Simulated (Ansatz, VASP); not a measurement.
AlCo in VASP and in Ansatz

```
CELL_PARAMETERS angstrom
2.81940 0.00000 0.00000
0.00000 2.81940 0.00000
0.00000 0.00000 2.93218
ATOMIC_POSITIONS crystal
Al 0.00000 0.00000 0.00000
Co 0.50000 0.50000 0.50000
```

Change from the starting cell: strain +0.000 along x and y, +0.040 along z, atoms carried along.

Alike in both runs: task single point; functional PBE; k mesh 16 × 16 × 16; occupations gaussian, width 0.15 eV; collinear spin.

```csv
,VASP,Ansatz
version,VASP 6.6.1,Ansatz 0.2.0
potentials or method,"VASP PAW PBE potentials, release 64 (Al, Co), cutoff 520 eV","scalar-relativistic, plane waves, PAW"
valence electrons in the cell,12,20
```

VASP gave:

* gap on the k mesh at the Fermi level (eV): none
* pressure (GPa): -0.6
* traceless stress, the component that is largest in VASP (GPa): -3.21
* net moment per atom (μB): 0.00

Problem. Which values does Ansatz return?

Solution. gap on the k mesh at the Fermi level (eV): none; pressure (GPa): -0.6; traceless stress, the component that is largest in VASP (GPa): -3.23; net moment per atom (μB): 0.00.

A gap of «none» marks a metal or a gap that the smearing closes. VASP's potentials hold 12 valence electrons a cell and Ansatz's 20, so a difference there can come from the potentials and not from the codes. Ansatz's warnings: seeded moment not kept.
